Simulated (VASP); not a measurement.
# Sn in VASP: notebook

Runs on Sn. Level: LDA. Tasks: single point.

All numbers are computed with VASP 6.6.1; they aren't measurements. Logs are shortened: lines on timing, memory, paths and dates and some standing lists are left out, and cuts for length are marked.

### Step 1. The cell of the first run

Symmetry: I4_1/amd, No. 141, tetragonal system. Conventional cell: a = 4.590 Å, b = 4.590 Å, c = 6.686 Å, α = 90.00°, β = 90.00°, γ = 90.00°. Sn (site symmetry -4m2) has 4 Sn at 2.84 Å within 3.7 Å.

### Step 2. Single point, LDA (zz strain of +3 %)

File INCAR:

```
PREC = Accurate
ENCUT = 520
EDIFF = 1E-7
ISMEAR = -1
SIGMA = 0.03
LREAL = False
LASPH = True
NELM = 100
ALGO = Normal
ISIF = 2
LWAVE = False
LCHARG = False
NBANDS = 21
```

File KPOINTS:

```
regular mesh
0
Gamma
  9 9 9
```

File POSCAR:

```
Sn
1.0
    0.0000000000      3.2456000000      3.3429680000
    3.2456000000      0.0000000000      3.3429680000
    3.2456000000      3.2456000000      0.0000000000
Sn
2
Direct
    0.5000000000      0.5000000000      0.5000000000
    0.7500000000      0.7500000000      0.7500000000
```

Potentials or basis: VASP PAW LDA potentials, release 64 (Sn_d).

The run is started by

```
$ cat potpaw_LDA.64/Sn_d/POTCAR > POTCAR
$ mpirun -np 1 vasp_std > vasp.out
```

OUTCAR:

```text
PREC = Accurate
   ENCUT = 520
   EDIFF = 1E-7
   ISMEAR = -1
   LREAL = False
   LASPH = True
   NELM = 100
   ISIF = 2

 ion  position               nearest neighbor table
   1  0.500  0.500  0.500-   2 2.84   2 2.84   2 2.84   2 2.84
   2  0.750  0.750  0.750-   1 2.84   1 2.84   1 2.84   1 2.84

  LATTYP: Found a body centered tetragonal cell.
 ALAT       =     4.5899715380
 C/A-ratio  =     1.4566399692

  Lattice vectors:

 A1 = (  -3.2456000000,   0.0000000000,   3.3429680000)
 A2 = (   3.2456000000,   0.0000000000,   3.3429680000)
 A3 = (   0.0000000000,   3.2456000000,  -3.3429680000)

Analysis of symmetry for initial positions (statically):
=====================================================================
 Subroutine PRICEL returns:
 Original cell was already a primitive cell.

 Routine SETGRP: Setting up the symmetry group for a
 body centered tetragonal supercell.

 Subroutine GETGRP returns: Found 16 space group operations
 (whereof  8 operations were pure point group operations)
 out of a pool of 16 trial point group operations.

The static configuration has the point symmetry D_2d.
 The point group associated with its full space group is D_4h.

Analysis of symmetry for dynamics (positions and initial velocities):
=====================================================================
 Subroutine PRICEL returns:
 Original cell was already a primitive cell.

 Routine SETGRP: Setting up the symmetry group for a
 body centered tetragonal supercell.

 Subroutine GETGRP returns: Found 16 space group operations
 (whereof  8 operations were pure point group operations)
 out of a pool of 16 trial point group operations.

The dynamic configuration has the point symmetry D_2d.
 The point group associated with its full space group is D_4h.

 Subroutine INISYM returns: Found 16 space group operations
 (whereof  8 operations are pure point group operations),
 and found     1 'primitive' translations

----------------------------------------------------------------------------------------

                                     Primitive cell

  volume of cell :      70.4291

  direct lattice vectors                    reciprocal lattice vectors
     0.000000000  3.245600000  3.342968000    -0.154054720  0.154054720  0.149567690
     3.245600000  0.000000000  3.342968000     0.154054720 -0.154054720  0.149567690
     3.245600000  3.245600000  0.000000000     0.154054720  0.154054720 -0.149567690

  length of vectors
     4.659329824  4.659329824  4.589971538     0.264265411  0.264265411  0.264265411

  position of ions in fractional coordinates (direct lattice)
     0.500000000  0.500000000  0.500000000
     0.750000000  0.750000000  0.750000000

  ion indices of the primitive-cell ions
   primitive index   ion index
                 1           1
                 2           2

----------------------------------------------------------------------------------------

 KPOINTS: regular mesh

Automatic generation of k-mesh.
 Grid dimensions read from file:
 generate k-points for:    9    9    9

 Generating k-lattice:

  Cartesian coordinates                     Fractional coordinates (reciprocal lattice)
    -0.017117191  0.017117191  0.016618632     0.111111111  0.000000000  0.000000000
     0.017117191 -0.017117191  0.016618632     0.000000000  0.111111111  0.000000000
     0.017117191  0.017117191 -0.016618632     0.000000000  0.000000000  0.111111111

  Length of vectors
     0.029362823  0.029362823  0.029362823

  Shift w.r.t. Gamma in fractional coordinates (k-lattice)
     0.000000000  0.000000000  0.000000000

 Subroutine IBZKPT returns following result:
 ===========================================

 Found     75 irreducible k-points:

 Following reciprocal coordinates:
            Coordinates               Weight
  0.000000  0.000000  0.000000      1.000000
  0.111111  0.000000  0.000000      8.000000
  0.222222 -0.000000  0.000000      8.000000
  0.333333 -0.000000  0.000000      8.000000
  0.444444 -0.000000  0.000000      8.000000
  0.111111  0.111111  0.000000      2.000000
[... 16 lines left out ...]
 -0.333333  0.333333  0.000000      4.000000
  0.444444  0.444444  0.000000      2.000000
 [... further k-points ...]
   k-points           NKPTS =     75   k-points in BZ     NKDIM =     75   number of bands    NBANDS=     21
   number of dos      NEDOS =    301   number of ions     NIONS =      2
   total plane-waves  NPLWV =  46656
   dimension x,y,z NGX =    36 NGY =   36 NGZ =   36
   dimension x,y,z NGXF=    72 NGYF=   72 NGZF=   72
   ions per type =               2
   NGX,Y,Z   is equivalent  to a cutoff of  12.84, 12.84, 13.04 a.u.
   NGXF,Y,Z  is equivalent  to a cutoff of  25.69, 25.69, 26.08 a.u.
 SYSTEM =  unknown system
   PREC   = accura    normal or accurate (medium, high low for compatibility)
   ISTART =      0    job   : 0-new  1-cont  2-samecut
   ICHARG =      2    charge: 1-file 2-atom 10-const
   ISPIN  =      1    spin polarized calculation?
   LNONCOLLINEAR =      F non collinear calculations
   LSORBIT =      F    spin-orbit coupling
   LASPH  =      T    aspherical Exc in radial PAW
   ENCUT  =  520.0 eV  38.22 Ry    6.18 a.u.   8.66  8.66  8.53*2*pi/ulx,y,z
   NELM   =    100;   NELMIN=  2; NELMDL= -5     # of ELM steps
   EDIFF  = 0.1E-06   stopping-criterion for ELM
   LREAL  =      F    real-space projection
   EDIFFG = 0.1E-05   stopping-criterion for IOM
   NSW    =      0    number of steps for IOM
   IBRION =     -1    ionic relax: 0-MD 1-quasi-New 2-CG
   NFREE  =      0    steps in history (QN), initial steepest desc. (CG)
   ISIF   =      2    stress and relaxation
   ISYM   =      2    0-nonsym 1-usesym 2-fastsym
   POTIM  = 0.5000    time-step for ionic-motion
   TEBEG  =    0.0;   TEEND  =   0.0 temperature during run
   PSTRESS=    0.0 pullay stress
   NELECT =      28.0000    total number of electrons
   NUPDOWN=      -1.0000    fix difference up-down
   EMIN   =  10.00;   EMAX   =-10.00  energy-range for DOS
   EFERMI =   0.00;   METHOD = LEGACY
   ISMEAR =    -1;   SIGMA  =   0.03  broadening in eV -4-tet -1-fermi 0-gaus
   EFERMI_NEDOS =   21; number of points for ismear=-14 and -15
   IALGO  =     38    algorithm
   IMIX   =      4    mixing-type and parameters
     AMIX     =   0.40;   BMIX     =  1.00
     AMIX_MAG =   1.60;   BMIX_MAG =  1.00
  volume/ion in A,a.u.               =      35.21       237.64
  Fermi-wavevector in a.u.,A,eV,Ry     =   1.203770  2.274795 19.715681  1.449062
  Thomas-Fermi vector in A             =   2.339514
   LORBIT       =      0    0 simple, 1 ext, 2 COOP (PROOUT), +10 PAW based schemes
   GGA     = CA    functional components
   LHFCALC =     F    Hartree Fock is set to
   AEXX    =    0.0000 exact exchange contribution
   IVDW    =     0    specifies the selected vdW correction
   LEPSILON=     F    determine dielectric tensor
   LRPA    =     F    only Hartree local field effects (RPA)
 non-spin polarized calculation
  energy-cutoff  :      520.00
  volume of cell :       70.43
 maximum number of plane-waves:      1914
   NGX = 17   NGY = 17   NGZ = 17

 number of electron      27.9999991 magnetization

 Free energy of the ion-electron system (eV)
  ---------------------------------------------------
  ext. energy  EPLUGINS =         0.00000000
  ---------------------------------------------------
  free energy    TOTEN  =        -8.92194236 eV

  energy without entropy =       -8.92080560  energy(sigma->0) =       -8.92137398

 E-fermi :   4.9757     XC(G=0):  -9.0653

 val. band max:        4.9635190332   @ k =  -0.1111   0.1111   0.0000
 cond. band min:       4.9820856348   @ k =   0.1111   0.0000   0.0000
 fundamental gap:      0.0185666016
 Fermi energy:         4.9756747360

 k-point     1 :       0.0000    0.0000    0.0000
  band No.  band energies     occupation
      1     -16.5089      2.00000
      2     -16.5089      2.00000
      3     -16.4989      2.00000
      4     -16.4496      2.00000
      5     -16.4468      2.00000
      6     -16.1722      2.00000
[... 13 lines left out ...]
     20      12.7566      0.00000
     21      12.9831      0.00000

 k-point     2 :       0.1111    0.0000    0.0000
  band No.  band energies     occupation
      1     -16.5172      2.00000
      2     -16.5118      2.00000
      3     -16.5016      2.00000
      4     -16.4375      2.00000
      5     -16.4357      2.00000
      6     -16.1831      2.00000
[... 13 lines left out ...]
     20      12.0219      0.00000
     21      12.3683      0.00000

 k-point     3 :       0.2222   -0.0000    0.0000
  band No.  band energies     occupation
      1     -16.5305      2.00000
      2     -16.5226      2.00000
      3     -16.4958      2.00000
      4     -16.4163      2.00000
      5     -16.4159      2.00000
      6     -16.2014      2.00000
[... 13 lines left out ...]
     20      11.8207      0.00000
     21      11.9581      0.00000

 k-point     4 :       0.3333   -0.0000    0.0000
  band No.  band energies     occupation
      1     -16.5400      2.00000
      2     -16.5302      2.00000
      3     -16.4873      2.00000
      4     -16.4004      2.00000
      5     -16.3996      2.00000
      6     -16.2152      2.00000
[... 13 lines left out ...]
     20      12.3329      0.00000
     21      12.3742      0.00000

 k-point     5 :       0.4444   -0.0000    0.0000
  band No.  band energies     occupation
      1     -16.5443      2.00000
      2     -16.5334      2.00000
      3     -16.4815      2.00000
      4     -16.3932      2.00000
      5     -16.3917      2.00000
      6     -16.2211      2.00000
[... 13 lines left out ...]
     20      13.3190      0.00000
     21      13.5043      0.00000
[... 382 lines left out ...]
     20      14.0388      0.00000
     21      14.7947      0.00000

 k-point    22 :      -0.4444    0.3333    0.0000
  band No.  band energies     occupation
      1     -16.5731      2.00000
      2     -16.5592      2.00000
      3     -16.4405      2.00000
      4     -16.3609      2.00000
      5     -16.3305      2.00000
      6     -16.2822      2.00000
[... 13 lines left out ...]
     20      13.5950      0.00000
     21      14.9018      0.00000

 k-point    23 :      -0.3333    0.3333    0.0000
  band No.  band energies     occupation
      1     -16.5742      2.00000
      2     -16.5595      2.00000
      3     -16.4333      2.00000
      4     -16.3278      2.00000
      5     -16.3220      2.00000
      6     -16.3168      2.00000
[... 13 lines left out ...]
     20      12.4443      0.00000
     21      15.2066      0.00000

 k-point    24 :       0.4444    0.4444    0.0000
  band No.  band energies     occupation
      1     -16.5593      2.00000
      2     -16.5593      2.00000
      3     -16.4593      2.00000
      4     -16.4058      2.00000
      5     -16.3269      2.00000
      6     -16.2771      2.00000
[... 13 lines left out ...]
     20      14.4861      0.00000
     21      15.3361      0.00000

 [... further k-points ...]

------------------------ aborting loop because EDIFF is reached ----------------------------------------

  FORCE on cell =-STRESS in cart. coord.  units (eV):
  Direction    XX          YY          ZZ          XY          YZ          ZX
  --------------------------------------------------------------------------------------
  -------------------------------------------------------------------------------------
  Total       -0.5444640     -0.5444640     -0.9304093      0.0000000      0.0000000     -0.0000000
  in kB      -12.3858988    -12.3858988    -21.1656892      0.0000000      0.0000000     -0.0000000
  external PRESSURE =     -15.3124956 kB  Pullay stress =       0.0000000 kB

 VOLUME and BASIS-vectors are now :
 -----------------------------------------------------------------------------
  energy-cutoff  :      520.00
  volume of cell :       70.43
      direct lattice vectors                 reciprocal lattice vectors
     0.000000000  3.245600000  3.342968000    -0.154054720  0.154054720  0.149567690
     3.245600000  0.000000000  3.342968000     0.154054720 -0.154054720  0.149567690
     3.245600000  3.245600000  0.000000000     0.154054720  0.154054720 -0.149567690

 POSITION                                       TOTAL-FORCE (eV/Angst)
 -----------------------------------------------------------------------------------
      3.24560      3.24560      3.34297         0.000000      0.000000      0.000000
      4.86840      4.86840      5.01445        -0.000000     -0.000000     -0.000000
 -----------------------------------------------------------------------------------
    total drift:                                0.000000      0.000000      0.000000

  FREE ENERGIE OF THE ION-ELECTRON SYSTEM (eV)
  ---------------------------------------------------
  free  energy   TOTEN  =        -8.9219423600 eV

  energy  without entropy=       -8.9208055980  energy(sigma->0) =       -8.92137398
```

Run time: 2.2 min. Hardware: 1 thread of Intel Xeon Platinum 8175M at 2.50GHz (Skylake/Cascade Lake), shared host; peak memory 0.22 GiB.

What came out:

| Item | Value |
| --- | --- |
| Free energy | -8.9219 eV |
| Pressure | -1.5 GPa |
| Band gap on the k mesh | zero (bands 14 and 15 overlap by 0.30 eV) |

Caveat: the cell differs from its parent crystal (zz strain of +3 %); spin-orbit coupling is left out, which moves the levels of the heavy elements.

(Part 1 of 2 ends here.)
